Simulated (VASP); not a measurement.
**GaBAs2: single point with PBE**

Crystal: GaBAs2.

```
B As Ga
1.0
     3.69066    0.00000    0.00000
     0.00000    3.69066    0.00000
     0.00000    0.00000    5.41021
B As Ga
1 2 1
Direct
  0.00000 0.00000 0.00000
  0.00000 0.50000 0.21204
  0.50000 0.00000 0.78796
  0.50000 0.50000 0.50000
```

```yaml
Program: VASP 6.6.1
Task: single point
Functional: PBE
Potentials_or_basis: VASP PAW PBE potentials, release 64 (B, As, Ga_d)
Cutoff: 520 eV
k_mesh: 6 × 6 × 4
Occupations: gaussian, width 0.01 eV
Spin: no spin polarisation
Dipole_correction: no
Further_INCAR_settings: ALGO = Normal; EDIFF = 1e-06; NBANDS = 21
```

* Pressure: 0.3 GPa
* Largest force: 0.009 eV/Å
* Band gap on the k mesh: 0.43 eV (least direct gap 0.63 eV)

Forces on the atoms (eV/Å):
```
B    0.000  0.000  0.000
As   0.000  0.000  0.009
As   0.000  0.000 -0.009
Ga   0.000  0.000  0.000
```

Levels at points of the mesh, in eV from the valence-band top:
| k point | band 11 | band 12 | band 13 | band 14 | band 15 | band 16 |
| --- | --- | --- | --- | --- | --- | --- |
| (0.00, 0.00, 0.00) | -0.58 | 0.00 | 0.00 | 0.63 | 0.70 | 1.93 |
| (0.50, 0.00, 0.00) | -4.06 | -2.77 | -0.91 | 1.66 | 3.75 | 4.42 |
| (0.50, 0.50, 0.00) | -3.67 | -3.67 | -3.16 | 0.43 | 0.97 | 0.97 |
| (0.00, 0.00, 0.50) | -3.41 | -1.32 | -1.32 | 0.80 | 1.37 | 3.43 |
| (0.50, 0.00, 0.50) | -1.89 | -1.87 | -0.76 | 0.58 | 1.12 | 3.29 |
| (0.50, 0.50, 0.50) | -4.58 | -4.40 | -4.40 | 4.29 | 4.29 | 4.51 |

Run time: 39 s on 1 thread of Intel Xeon 8259CL, with other jobs on the host, peak memory 0.21 GiB.

Caveat: semilocal functionals underestimate gaps, and a narrow one can read as zero. A k mesh can miss the band edges.
